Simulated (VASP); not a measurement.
# C (Fd-3m) in VASP: notebook

C is run at these levels: PBE; tasks: single point.

Everything below comes from runs of VASP 6.6.1. Logs are shortened: lines on timing, memory, paths and dates and some standing lists are left out, and cuts for length are marked.

## 1. The cell of the first run

It takes space group Fd-3m (No. 227, cubic). Conventional cell: a = 3.524 Å, b = 3.524 Å, c = 3.524 Å, α = 90.00°, β = 90.00°, γ = 90.00°. Within 2.0 Å of C (site symmetry -43m) lie 4 C at 1.53 Å.

## 2. Single point, PBE

File INCAR:

```
PREC     = Accurate       # precision mode
ENCUT    = 520            # plane-wave cutoff, eV
EDIFF    = 1E-6           # SCF threshold, eV
ISMEAR   = -1             # smearing method
SIGMA    = 0.06122561905347299 # smearing width, eV
LREAL    = F              # projectors in reciprocal space
LASPH    = T              # aspherical terms in the spheres
NELM     = 100            # most SCF steps
ALGO     = Normal         # electronic algorithm
ISIF     = 2              # what is computed and relaxed
LWAVE    = F              # write WAVECAR
LCHARG   = T              # write CHGCAR
GGA      = PE             # functional
LELF     = T              # ELF
LVHAR    = T            
NBANDS   = 11             # bands
```

File KPOINTS:

```
Automatic mesh
0
Gamma
  26 26 26
```

File POSCAR:

```
C
1.0
    0.0000000000      1.7619331103      1.7619331103
    1.7619331103      0.0000000000      1.7619331103
    1.7619331103      1.7619331103      0.0000000000
C
2
Direct
    0.0000000000      0.0000000000      0.0000000000
    0.2500000000      0.2500000000      0.2500000000
```

Potentials or basis: VASP PAW PBE potentials, release 64 (C).

Launch:

```
$ cat potpaw_PBE.64/C/POTCAR > POTCAR
$ mpirun -np 1 vasp_std > vasp.out
```

OUTCAR:

```text
PREC = Accurate
   ENCUT = 520
   EDIFF = 1E-6
   ISMEAR = -1
   LREAL = F
   LASPH = T
   NELM = 100
   ISIF = 2
   GGA = PE

 ion  position               nearest neighbor table
   1  0.000  0.000  0.000-   2 1.53   2 1.53   2 1.53   2 1.53
   2  0.250  0.250  0.250-   1 1.53   1 1.53   1 1.53   1 1.53

  LATTYP: Found a face centered cubic cell.
 ALAT       =     3.5238662206

  Lattice vectors:

 A1 = (   0.0000000000,   1.7619331103,   1.7619331103)
 A2 = (   1.7619331103,   0.0000000000,   1.7619331103)
 A3 = (   1.7619331103,   1.7619331103,   0.0000000000)

Analysis of symmetry for initial positions (statically):
=====================================================================
 Subroutine PRICEL returns:
 Original cell was already a primitive cell.

 Routine SETGRP: Setting up the symmetry group for a
 face centered cubic supercell.

 Subroutine GETGRP returns: Found 48 space group operations
 (whereof 24 operations were pure point group operations)
 out of a pool of 48 trial point group operations.

The static configuration has the point symmetry T_d .
 The point group associated with its full space group is O_h .

Analysis of symmetry for dynamics (positions and initial velocities):
=====================================================================
 Subroutine PRICEL returns:
 Original cell was already a primitive cell.

 Routine SETGRP: Setting up the symmetry group for a
 face centered cubic supercell.

 Subroutine GETGRP returns: Found 48 space group operations
 (whereof 24 operations were pure point group operations)
 out of a pool of 48 trial point group operations.

The dynamic configuration has the point symmetry T_d .
 The point group associated with its full space group is O_h .

 Subroutine INISYM returns: Found 48 space group operations
 (whereof 24 operations are pure point group operations),
 and found     1 'primitive' translations

----------------------------------------------------------------------------------------

                                     Primitive cell

  volume of cell :      10.9395

  direct lattice vectors                    reciprocal lattice vectors
     0.000000000  1.761933110  1.761933110    -0.283779218  0.283779218  0.283779218
     1.761933110  0.000000000  1.761933110     0.283779218 -0.283779218  0.283779218
     1.761933110  1.761933110  0.000000000     0.283779218  0.283779218 -0.283779218

  length of vectors
     2.491749701  2.491749701  2.491749701     0.491520024  0.491520024  0.491520024

  position of ions in fractional coordinates (direct lattice)
     0.000000000  0.000000000  0.000000000
     0.250000000  0.250000000  0.250000000

  ion indices of the primitive-cell ions
   primitive index   ion index
                 1           1
                 2           2

----------------------------------------------------------------------------------------

 KPOINTS: Automatic mesh

Automatic generation of k-mesh.
 Grid dimensions read from file:
 generate k-points for:   26   26   26

 Generating k-lattice:

  Cartesian coordinates                     Fractional coordinates (reciprocal lattice)
    -0.010914585  0.010914585  0.010914585     0.038461538  0.000000000  0.000000000
     0.010914585 -0.010914585  0.010914585     0.000000000  0.038461538  0.000000000
     0.010914585  0.010914585 -0.010914585     0.000000000  0.000000000  0.038461538

  Length of vectors
     0.018904616  0.018904616  0.018904616

  Shift w.r.t. Gamma in fractional coordinates (k-lattice)
     0.000000000  0.000000000  0.000000000

 Subroutine IBZKPT returns following result:
 ===========================================

 Found    511 irreducible k-points:

 Following reciprocal coordinates:
            Coordinates               Weight
  0.000000  0.000000  0.000000      1.000000
  0.038462  0.000000  0.000000      8.000000
  0.076923  0.000000  0.000000      8.000000
  0.115385  0.000000  0.000000      8.000000
  0.153846  0.000000  0.000000      8.000000
  0.192308  0.000000  0.000000      8.000000
[... 16 lines left out ...]
  0.346154  0.038462  0.000000     24.000000
  0.384615  0.038462  0.000000     24.000000
 [... further k-points ...]
   k-points           NKPTS =    511   k-points in BZ     NKDIM =    511   number of bands    NBANDS=     11
   number of dos      NEDOS =    301   number of ions     NIONS =      2
   total plane-waves  NPLWV =   8000
   dimension x,y,z NGX =    20 NGY =   20 NGZ =   20
   dimension x,y,z NGXF=    40 NGYF=   40 NGZF=   40
   ions per type =               2
   NGX,Y,Z   is equivalent  to a cutoff of  13.34, 13.34, 13.34 a.u.
   NGXF,Y,Z  is equivalent  to a cutoff of  26.69, 26.69, 26.69 a.u.
 SYSTEM =  unknown system
   PREC   = accura    normal or accurate (medium, high low for compatibility)
   ISTART =      0    job   : 0-new  1-cont  2-samecut
   ICHARG =      2    charge: 1-file 2-atom 10-const
   ISPIN  =      1    spin polarized calculation?
   LNONCOLLINEAR =      F non collinear calculations
   LSORBIT =      F    spin-orbit coupling
   LASPH  =      T    aspherical Exc in radial PAW
   ENCUT  =  520.0 eV  38.22 Ry    6.18 a.u.   4.63  4.63  4.63*2*pi/ulx,y,z
   NELM   =    100;   NELMIN=  2; NELMDL= -5     # of ELM steps
   EDIFF  = 0.1E-05   stopping-criterion for ELM
   LREAL  =      F    real-space projection
   EDIFFG = 0.1E-04   stopping-criterion for IOM
   NSW    =      0    number of steps for IOM
   IBRION =     -1    ionic relax: 0-MD 1-quasi-New 2-CG
   NFREE  =      0    steps in history (QN), initial steepest desc. (CG)
   ISIF   =      2    stress and relaxation
   ISYM   =      2    0-nonsym 1-usesym 2-fastsym
   POTIM  = 0.5000    time-step for ionic-motion
   TEBEG  =    0.0;   TEEND  =   0.0 temperature during run
   PSTRESS=    0.0 pullay stress
   NELECT =       8.0000    total number of electrons
   NUPDOWN=      -1.0000    fix difference up-down
   EMIN   =  10.00;   EMAX   =-10.00  energy-range for DOS
   EFERMI =   0.00;   METHOD = LEGACY
   ISMEAR =    -1;   SIGMA  =   0.06  broadening in eV -4-tet -1-fermi 0-gaus
   EFERMI_NEDOS =   21; number of points for ismear=-14 and -15
   IALGO  =     38    algorithm
   IMIX   =      4    mixing-type and parameters
     AMIX     =   0.40;   BMIX     =  1.00
     AMIX_MAG =   1.60;   BMIX_MAG =  1.00
  volume/ion in A,a.u.               =       5.47        36.91
  Fermi-wavevector in a.u.,A,eV,Ry     =   1.474932  2.787218 29.598457  2.175425
  Thomas-Fermi vector in A             =   2.589643
   LORBIT       =      0    0 simple, 1 ext, 2 COOP (PROOUT), +10 PAW based schemes
   GGA     = PE    functional components
[... 5 lines left out ...]
 non-spin polarized calculation
  energy-cutoff  :      520.00
  volume of cell :       10.94
 maximum number of plane-waves:       307
   NGX =  9   NGY =  9   NGZ =  9

 number of electron       7.9999999 magnetization

 Free energy of the ion-electron system (eV)
  ---------------------------------------------------
  ext. energy  EPLUGINS =         0.00000000
  ---------------------------------------------------
  free energy    TOTEN  =       -18.15737635 eV

  energy without entropy =      -18.15737635  energy(sigma->0) =      -18.15737635

 E-fermi :  11.3630     XC(G=0): -13.4339

 val. band max:       10.2620994315   @ k =   0.0000   0.0000   0.0000
 cond. band min:      14.4807954365   @ k =   0.3462   0.3462   0.0000
 fundamental gap:      4.2186960050
 Fermi energy:        11.3630317741

 k-point     1 :       0.0000    0.0000    0.0000
  band No.  band energies     occupation
      1     -11.7089      2.00000
      2      10.2621      2.00000
      3      10.2621      2.00000
      4      10.2621      2.00000
      5      15.9527      0.00000
      6      15.9527      0.00000
      7      15.9527      0.00000
      8      24.4359      0.00000
      9      30.0276      0.00000
     10      37.1989      0.00000
     11      37.1989      0.00000

 k-point     2 :       0.0385    0.0000    0.0000
  band No.  band energies     occupation
      1     -11.6671      2.00000
      2       9.9587      2.00000
      3      10.1846      2.00000
      4      10.1846      2.00000
      5      16.0533      0.00000
      6      16.0533      0.00000
      7      16.1470      0.00000
      8      24.4653      0.00000
      9      30.1008      0.00000
     10      36.2815      0.00000
     11      36.2815      0.00000

 k-point     3 :       0.0769    0.0000    0.0000
  band No.  band energies     occupation
      1     -11.5411      2.00000
      2       9.1649      2.00000
      3       9.9718      2.00000
      4       9.9718      2.00000
      5      16.3325      0.00000
      6      16.3325      0.00000
      7      16.6191      0.00000
      8      24.5529      0.00000
      9      30.3068      0.00000
     10      35.1747      0.00000
     11      35.1747      0.00000

 k-point     4 :       0.1154    0.0000    0.0000
  band No.  band energies     occupation
      1     -11.3315      2.00000
      2       8.0783      2.00000
      3       9.6682      2.00000
      4       9.6682      2.00000
      5      16.7331      0.00000
      6      16.7331      0.00000
      7      17.1838      0.00000
      8      24.6959      0.00000
      9      30.6035      0.00000
     10      34.2479      0.00000
     11      34.2479      0.00000
[... 239 lines left out ...]
 k-point    22 :       0.3077    0.0385    0.0000
  band No.  band energies     occupation
      1      -9.2359      2.00000
      2       1.9632      2.00000
      3       7.7697      2.00000
      4       8.2219      2.00000
      5      18.1763      0.00000
      6      18.9627      0.00000
      7      19.2076      0.00000
      8      25.5910      0.00000
      9      31.6365      0.00000
     10      32.4956      0.00000
     11      34.2213      0.00000

 k-point    23 :       0.3462    0.0385    0.0000
  band No.  band energies     occupation
      1      -8.5760      2.00000
      2       0.6716      2.00000
      3       7.5630      2.00000
      4       7.9318      2.00000
      5      18.3991      0.00000
      6      19.0880      0.00000
      7      19.4019      0.00000
      8      25.8158      0.00000
      9      31.7396      0.00000
     10      33.0896      0.00000
     11      34.7474      0.00000

 k-point    24 :       0.3846    0.0385    0.0000
  band No.  band energies     occupation
      1      -7.8503      2.00000
      2      -0.5657      2.00000
      3       7.4103      2.00000
      4       7.6825      2.00000
      5      18.5512      0.00000
      6      19.1330      0.00000
      7      19.5455      0.00000
      8      26.0108      0.00000
      9      31.8977      0.00000
     10      33.8667      0.00000
     11      35.4351      0.00000

 [... further k-points ...]
[... 5 lines left out ...]
  --------------------------------------------------------------------------------------
  -------------------------------------------------------------------------------------
  Total        1.3416179      1.3416179      1.3416179      0.0000000      0.0000000      0.0000000
  in kB      196.4903278    196.4903278    196.4903278      0.0000000      0.0000000      0.0000000
  external PRESSURE =     196.4903278 kB  Pullay stress =       0.0000000 kB

 VOLUME and BASIS-vectors are now :
 -----------------------------------------------------------------------------
  energy-cutoff  :      520.00
  volume of cell :       10.94
      direct lattice vectors                 reciprocal lattice vectors
     0.000000000  1.761933110  1.761933110    -0.283779218  0.283779218  0.283779218
     1.761933110  0.000000000  1.761933110     0.283779218 -0.283779218  0.283779218
     1.761933110  1.761933110  0.000000000     0.283779218  0.283779218 -0.283779218

 POSITION                                       TOTAL-FORCE (eV/Angst)
 -----------------------------------------------------------------------------------
      0.00000      0.00000      0.00000        -0.000000     -0.000000     -0.000000
      0.88097      0.88097      0.88097         0.000000      0.000000      0.000000
 -----------------------------------------------------------------------------------
    total drift:                                0.000000      0.000000      0.000000

  FREE ENERGIE OF THE ION-ELECTRON SYSTEM (eV)
  ---------------------------------------------------
  free  energy   TOTEN  =       -18.1573763528 eV

  energy  without entropy=      -18.1573763527  energy(sigma->0) =      -18.15737635
```

Run time: 45 s. Hardware: 1 thread of Intel Xeon Platinum 8488C (Sapphire Rapids), shared host; peak memory 0.15 GiB.

What came out:

```yaml
Free_energy: -18.1574 eV
Pressure: 19.6 GPa
Band_gap_on_the_k_mesh: 4.22 eV, indirect (least direct gap 5.69 eV)
```

Levels at points of the mesh, in eV from the valence-band top:
| k point | band 1 | band 2 | band 3 | band 4 | band 5 | band 6 | band 7 | band 8 | band 9 |
| --- | --- | --- | --- | --- | --- | --- | --- | --- | --- |
| (0.00, 0.00, 0.00) | -21.97 | 0.00 | 0.00 | 0.00 | 5.69 | 5.69 | 5.69 | 14.17 | 19.77 |
| (0.50, 0.00, 0.00) | -15.98 | -13.78 | -2.89 | -2.89 | 8.61 | 8.61 | 9.35 | 16.03 | 22.43 |
| (0.50, 0.50, 0.00) | -13.02 | -13.02 | -6.52 | -6.52 | 4.83 | 4.83 | 17.37 | 17.37 | 23.92 |

(Continued in part 2 of 2.)
